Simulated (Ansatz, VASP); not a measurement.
## Ge: VASP beside Ansatz

The input INCAR:

```
SYSTEM = Ge
PREC = Accurate
ENCUT = 520
EDIFF = 1E-6
ISMEAR = 0
SIGMA = 0.1
LREAL = .FALSE.
LASPH = .TRUE.
NELM = 80
ALGO = Normal
ISIF = 2
LWAVE = .FALSE.
LCHARG = .FALSE.
GGA = PE
NBANDS = 36
```

File KPOINTS:

```
Automatic mesh
0
G
  9 9 5
  0 0 0
```

File POSCAR:

```
Ge
1.0
    4.0581567079      0.0000000000      0.0000000000
   -2.0290783540      3.5144668016      0.0000000000
    0.0000000000      0.0000000000      6.6925281933
Ge
4
Direct
    0.6666666667      0.3333333333      0.0627911807
    0.3333333333      0.6666666667      0.5627911807
    0.6666666667      0.3333333333      0.4372088193
    0.3333333333      0.6666666667      0.9372088193
```

Input for Ansatz:

```yaml
crystal:
  lattice:
    - [4.0581567082, 0.0, 0.0]
    - [-2.0290783541, 3.5144668018, 0.0]
    - [0.0, 0.0, 6.6925281911]
  atoms:
    - { symbol: Ge, position: [0.6666666667, 0.3333333333, 0.0627911807] }
    - { symbol: Ge, position: [0.3333333333, 0.6666666667, 0.5627911807] }
    - { symbol: Ge, position: [0.6666666667, 0.3333333333, 0.4372088193] }
    - { symbol: Ge, position: [0.3333333333, 0.6666666667, 0.9372088193] }
basis:
  ecutwfc: 420
kpoints:
  mp_grid: { grid: [9, 9, 5] }
hamiltonian:
  xc: pbe
scf:
  occupations: { method: gaussian, width: 0.1 }
output:
  forces: true
  stress: true
  eigenvalues: true
```

Alike in both runs: task single point; functional PBE; k mesh 9 × 9 × 5; occupations gaussian, width 0.1 eV; no spin polarisation.

|  | VASP | Ansatz |
| --- | --- | --- |
| version | VASP 6.6.1 | Ansatz 0.2.0 |
| potentials or method | VASP PAW PBE potentials, release 64 (Ge_d), cutoff 520 eV | scalar-relativistic, plane waves, PAW |
| valence electrons in the cell | 56 | 56 |

```csv
,VASP,Ansatz,Ansatz less VASP
pressure (GPa),-0.1,0.0,+0.08
"traceless stress, the component that is largest in VASP (GPa)",-0.06,-0.06,-0.006
```
